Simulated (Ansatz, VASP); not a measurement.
One calculation of Se, two programs

INCAR

```
SYSTEM = Se
PREC = Accurate
ENCUT = 520
EDIFF = 1E-6
ISMEAR = -1
SIGMA = 0.08
LREAL = .FALSE.
LASPH = .TRUE.
NELM = 100
ALGO = Normal
ISIF = 2
LWAVE = .FALSE.
LCHARG = .FALSE.
GGA = CA
NBANDS = 9
```

File KPOINTS:

```
Automatic mesh
0
G
  13 13 13
  0 0 0
```

The input POSCAR:

```
Se
1.0
    2.6933175598      0.0000000000      0.0000000000
    0.0000000000      2.6933175598      0.0000000000
    0.0000000000      0.0000000000      2.6933175598
Se
1
Direct
    0.0000000000      0.0000000000      0.0000000000
```

Input for Ansatz:

```yaml
crystal:
  lattice:
    - [2.6933175598, 0.0, 0.0]
    - [0.0, 2.6933175598, 0.0]
    - [0.0, 0.0, 2.6933175598]
  atoms:
    - { symbol: Se, position: [0.0, 0.0, 0.0] }
kpoints:
  mp_grid: { grid: [13, 13, 13] }
scf:
  occupations: { method: fermi_dirac, width: 0.08 }
hamiltonian:
  xc: lda
  pseudopotentials: { kind: all_electron, lapw: { basis_error: 0.001 } }
output:
  forces: true
  stress: true
  eigenvalues: true
  populations: true
```

Change from the starting cell: volume scaled by 0.92, LAPW.

Alike in both runs: task single point; functional LDA; k mesh 13 × 13 × 13; occupations fermi-dirac, width 0.08 eV; no spin polarisation.

|  | VASP | Ansatz |
| --- | --- | --- |
| version | VASP 6.6.1 | Ansatz 0.2.0 |
| potentials or method | VASP PAW LDA potentials, release 64 (Se), cutoff 520 eV | all-electron LAPW, scalar-relativistic |

```csv
,VASP,Ansatz,Ansatz less VASP
pressure (GPa),8.9,8.6,-0.33
```

LDA's correlation is that of Perdew and Zunger in VASP and of Perdew and Wang (1992) in Ansatz. Ansatz ran all-electron here, and VASP with PAW potentials.
